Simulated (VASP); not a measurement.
# Ga (Cmce) in VASP: single point with r2SCAN

Aim: the single point of Ga with r2SCAN.

Program: VASP 6.6.1. These are calculated values, not measurements. Logs are shortened: lines on timing, memory, paths and dates and some standing lists are left out, and cuts for length are marked.

## Step 1: The cell of the first run

Symmetry: Cmce, No. 64, orthorhombic system. The conventional cell has a = 4.432 Å, b = 7.598 Å, c = 4.556 Å, α = 90.00°, β = 90.00°, γ = 90.00°. Within 3.3 Å of Ga (site symmetry m) lie 7 Ga at 2.49 to 2.75 Å.

## Step 2: Single point, r2SCAN

The input, POSCAR:

```
Ga
1.0
    2.2160233300     -3.7989918400      0.0000000000
    2.2160233300      3.7989918400      0.0000000000
    0.0000000000      0.0000000000      4.5555035300
Ga
4
Direct
    0.6556957200      0.3443042800      0.4154013900
    0.8443042800      0.1556957200      0.9154013900
    0.3443042800      0.6556957200      0.5845986100
    0.1556957200      0.8443042800      0.0845986100
```

The input, INCAR.step1:

```
SYSTEM = Ga
  ALGO = Normal
  EDIFF = 1E-4
  ENCUT = 520
  GGA = PE
  ISMEAR = 0
  LASPH = .TRUE.
  LCHARG = .FALSE.
  LREAL = .FALSE.
  LWAVE = .TRUE.
  NBANDS = 34
  NELM = 60
  PREC = Accurate
  SIGMA = 0.1
```

The input, INCAR.step2:

```
SYSTEM = Ga
  ALGO = Normal
  EDIFF = 1E-6
  ENCUT = 520
  ISIF = 2
  ISMEAR = 0
  ISTART = 1
  LASPH = .TRUE.
  LCHARG = .FALSE.
  LMIXTAU = .TRUE.
  LREAL = .FALSE.
  LWAVE = .FALSE.
  METAGGA = R2SCAN
  NBANDS = 34
  NELM = 60
  PREC = Accurate
  SIGMA = 0.1
```

The input, KPOINTS:

```
k-points
0
G
  6 6 4
  0 0 0
```

Potentials or basis: VASP PAW PBE potentials, release 64 (Ga_d).

Command:

```sh
cat potpaw_PBE.64/Ga_d/POTCAR > POTCAR
cp INCAR.step1 INCAR
mpirun -np 1 vasp_std > vasp.out
cp INCAR.step2 INCAR
mpirun -np 1 vasp_std > vasp.out
```

OUTCAR:

```text
SYSTEM = Ga
   EDIFF = 1E-6
   ENCUT = 520
   ISIF = 2
   ISMEAR = 0
   ISTART = 1
   LASPH = .TRUE.
   LREAL = .FALSE.
   METAGGA = R2SCAN
   NELM = 60
   PREC = Accurate

 ion  position               nearest neighbor table
   1  0.656  0.344  0.415-   3 2.49   4 2.68   4 2.68   2 2.69   2 2.69   3 2.75   3 2.75
   2  0.844  0.156  0.915-   4 2.49   3 2.68   3 2.68   1 2.69   1 2.69   4 2.75   4 2.75
   3  0.344  0.656  0.585-   1 2.49   2 2.68   2 2.68   4 2.69   4 2.69   1 2.75   1 2.75
   4  0.156  0.844  0.085-   2 2.49   1 2.68   1 2.68   3 2.69   3 2.69   2 2.75   2 2.75

  LATTYP: Found a base centered orthorhombic cell.
 ALAT       =     4.4320466600
 B/A-ratio  =     1.7143284498
 C/A-ratio  =     1.0278554987

  Lattice vectors:

 A1 = (   2.2160233300,  -3.7989918400,   0.0000000000)
 A2 = (   2.2160233300,   3.7989918400,   0.0000000000)
 A3 = (   0.0000000000,   0.0000000000,   4.5555035300)

Analysis of symmetry for initial positions (statically):
=====================================================================
 Subroutine PRICEL returns:
 Original cell was already a primitive cell.

 Routine SETGRP: Setting up the symmetry group for a
 base centered orthorhombic supercell.

 Subroutine GETGRP returns: Found  8 space group operations
 (whereof  4 operations were pure point group operations)
 out of a pool of  8 trial point group operations.

The static configuration has the point symmetry C_2h.
 The point group associated with its full space group is D_2h.

Analysis of symmetry for dynamics (positions and initial velocities):
=====================================================================
 Subroutine PRICEL returns:
 Original cell was already a primitive cell.

 Routine SETGRP: Setting up the symmetry group for a
 base centered orthorhombic supercell.

 Subroutine GETGRP returns: Found  8 space group operations
 (whereof  4 operations were pure point group operations)
 out of a pool of  8 trial point group operations.

The dynamic configuration has the point symmetry C_2h.
 The point group associated with its full space group is D_2h.

 Subroutine INISYM returns: Found  8 space group operations
 (whereof  4 operations are pure point group operations),
 and found     1 'primitive' translations

[... 91 lines left out ...]
   ICHARG =      0    charge: 1-file 2-atom 10-const
   ISPIN  =      1    spin polarized calculation?
   LNONCOLLINEAR =      F non collinear calculations
   LSORBIT =      F    spin-orbit coupling
   LASPH  =      T    aspherical Exc in radial PAW
   ENCUT  =  520.0 eV  38.22 Ry    6.18 a.u.   8.18  8.18  8.47*2*pi/ulx,y,z
   NELM   =     60;   NELMIN=  2; NELMDL=  0     # of ELM steps
   EDIFF  = 0.1E-05   stopping-criterion for ELM
   LREAL  =      F    real-space projection
   EDIFFG = 0.1E-04   stopping-criterion for IOM
   NSW    =      0    number of steps for IOM
   IBRION =     -1    ionic relax: 0-MD 1-quasi-New 2-CG
   NFREE  =      0    steps in history (QN), initial steepest desc. (CG)
   ISIF   =      2    stress and relaxation
   ISYM   =      2    0-nonsym 1-usesym 2-fastsym
   POTIM  = 0.5000    time-step for ionic-motion
   TEBEG  =    0.0;   TEEND  =   0.0 temperature during run
   PSTRESS=    0.0 pullay stress
   NELECT =      52.0000    total number of electrons
   NUPDOWN=      -1.0000    fix difference up-down
   EMIN   =  10.00;   EMAX   =-10.00  energy-range for DOS
   EFERMI =   0.00;   METHOD = LEGACY
   ISMEAR =     0;   SIGMA  =   0.10  broadening in eV -4-tet -1-fermi 0-gaus
   EFERMI_NEDOS =   21; number of points for ismear=-14 and -15
   IALGO  =     38    algorithm
   IMIX   =      4    mixing-type and parameters
     AMIX     =   0.40;   BMIX     =  1.00
     AMIX_MAG =   1.60;   BMIX_MAG =  1.00
  volume/ion in A,a.u.               =      19.18       129.40
  Fermi-wavevector in a.u.,A,eV,Ry     =   1.438157  2.717722 28.140864  2.068295
  Thomas-Fermi vector in A             =   2.557155
   LORBIT       =      0    0 simple, 1 ext, 2 COOP (PROOUT), +10 PAW based schemes
   METAGGA = R2SCAN    functional components
   LHFCALC =     F    Hartree Fock is set to
   AEXX    =    0.0000 exact exchange contribution
   IVDW    =     0    specifies the selected vdW correction
   LEPSILON=     F    determine dielectric tensor
   LRPA    =     F    only Hartree local field effects (RPA)
 non-spin polarized calculation
 Gauss-broadening in eV      SIGMA  =   0.10
  energy-cutoff  :      520.00
  volume of cell :       76.70
 maximum number of plane-waves:      2087
 NGX is ok and might be reduce to    36
   NGX = 17   NGY = 17   NGZ = 17

 number of electron      52.0000028 magnetization

 Free energy of the ion-electron system (eV)
  ---------------------------------------------------
  ext. energy  EPLUGINS =         0.00000000
  ---------------------------------------------------
  free energy    TOTEN  =       -45.83021983 eV

  energy without entropy =      -45.82702166  energy(sigma->0) =      -45.82862074

 E-fermi :   5.0802     XC(G=0): -11.7729

 val. band max:        5.0715354387   @ k =  -0.3333   0.1667   0.0000
 cond. band min:       5.1134198813   @ k =   0.0000   0.0000   0.5000
 fundamental gap:      0.0418844426
 Fermi energy:         5.0801900359

 k-point     1 :       0.0000    0.0000    0.0000
  band No.  band energies     occupation
      1     -10.6123      2.00000
      2     -10.5963      2.00000
      3     -10.5536      2.00000
      4     -10.5427      2.00000
      5     -10.5353      2.00000
      6     -10.5042      2.00000
[... 877 lines left out ...]
     33      13.3742      0.00000
     34      14.4965      0.00000

 [... further k-points ...]
[... 5 lines left out ...]
  --------------------------------------------------------------------------------------
  -------------------------------------------------------------------------------------
  Total        0.2694636     -0.0053731     -0.2107629      0.0000000      0.0000000      0.0000000
  in kB        5.6286154     -0.1122335     -4.4024626      0.0000000      0.0000000      0.0000000
  external PRESSURE =       0.3713064 kB  Pullay stress =       0.0000000 kB

 VOLUME and BASIS-vectors are now :
 -----------------------------------------------------------------------------
  energy-cutoff  :      520.00
  volume of cell :       76.70
      direct lattice vectors                 reciprocal lattice vectors
     2.216023330 -3.798991840  0.000000000     0.225629394 -0.131613865  0.000000000
     2.216023330  3.798991840  0.000000000     0.225629394  0.131613865  0.000000000
     0.000000000  0.000000000  4.555503530     0.000000000  0.000000000  0.219514702

 POSITION                                       TOTAL-FORCE (eV/Angst)
 -----------------------------------------------------------------------------------
      2.21602     -1.18297      1.89236         0.000000     -0.017172     -0.024511
      2.21602     -2.61602      4.17011         0.000000      0.017172     -0.024511
      2.21602      1.18297      2.66314         0.000000      0.017172      0.024511
      2.21602      2.61602      0.38539         0.000000     -0.017172      0.024511
 -----------------------------------------------------------------------------------
    total drift:                                0.000000     -0.000000      0.000000

  FREE ENERGIE OF THE ION-ELECTRON SYSTEM (eV)
  ---------------------------------------------------
  free  energy   TOTEN  =       -45.8302198265 eV

  energy  without entropy=      -45.8270216578  energy(sigma->0) =      -45.82862074
```

OSZICAR.step1:

```text
N       E                     dE             d eps       ncg     rms          rms(c)
DAV:   1     0.359186795524E+03    0.35919E+03   -0.25726E+04  2710   0.292E+03
DAV:   2     0.325574911151E+02   -0.32663E+03   -0.31882E+03  2708   0.533E+02
DAV:   3    -0.103890236865E+02   -0.42947E+02   -0.42476E+02  3048   0.152E+02
DAV:   4    -0.117070979303E+02   -0.13181E+01   -0.13126E+01  3100   0.297E+01
DAV:   5    -0.117350718118E+02   -0.27974E-01   -0.27955E-01  3320   0.444E+00    0.256E+00
DAV:   6    -0.116544807210E+02    0.80591E-01   -0.20290E-01  3390   0.618E+00    0.140E+00
DAV:   7    -0.116388458307E+02    0.15635E-01   -0.56992E-02  3926   0.262E+00    0.316E-01
DAV:   8    -0.116376532777E+02    0.11926E-02   -0.13275E-02  2864   0.126E+00    0.456E-02
DAV:   9    -0.116378268261E+02   -0.17355E-03   -0.10603E-03  2956   0.329E-01    0.262E-02
DAV:  10    -0.116378337910E+02   -0.69649E-05   -0.17788E-04  2036   0.152E-01
   1 F= -.11637834E+02 E0= -.11636327E+02  d E =-.301423E-02
```

Wall time 5.7 min (1 thread of Intel Xeon 6975P-C, shared host); peak memory 0.25 GiB.

What came out:

```
Free energy            : -45.8302 eV
Pressure               : 0.0 GPa
Largest force          : 0.030 eV/Å
Band gap on the k mesh : zero (band 26 reaches 5.38 eV, above the bottom of band 27 at 4.39 eV)
```

Forces in eV/Å, atoms in the order of the input:
```
Ga   0.000 -0.017 -0.025
Ga   0.000  0.017 -0.025
Ga   0.000  0.017  0.025
Ga   0.000 -0.017  0.025
```

Levels at points of the mesh, in eV from the Fermi level:
```
           k point  band 23  band 24  band 25  band 26  band 27  band 28  band 29  band 30
(0.00, 0.00, 0.00)    -4.12    -1.81    -1.35    -0.83     1.06     1.25     1.25     5.63
(0.50, 0.00, 0.00)    -3.58    -3.58    -1.64    -1.64     0.81     0.81     4.43     4.43
(0.50, 0.50, 0.00)    -4.07    -3.43    -1.97    -1.80     1.13     1.17     3.80     3.96
(0.00, 0.00, 0.50)    -0.02    -0.02     0.03     0.03     0.33     0.33     2.17     2.17
(0.50, 0.00, 0.50)    -6.61    -6.61    -1.67    -1.67     0.74     0.74     7.76     7.76
(0.50, 0.50, 0.50)    -5.61    -5.61    -1.33    -1.33    -0.69    -0.69     6.90     6.90
```

Caveat: the PAW data sets were made with another functional, which shifts forces and pressure a little.
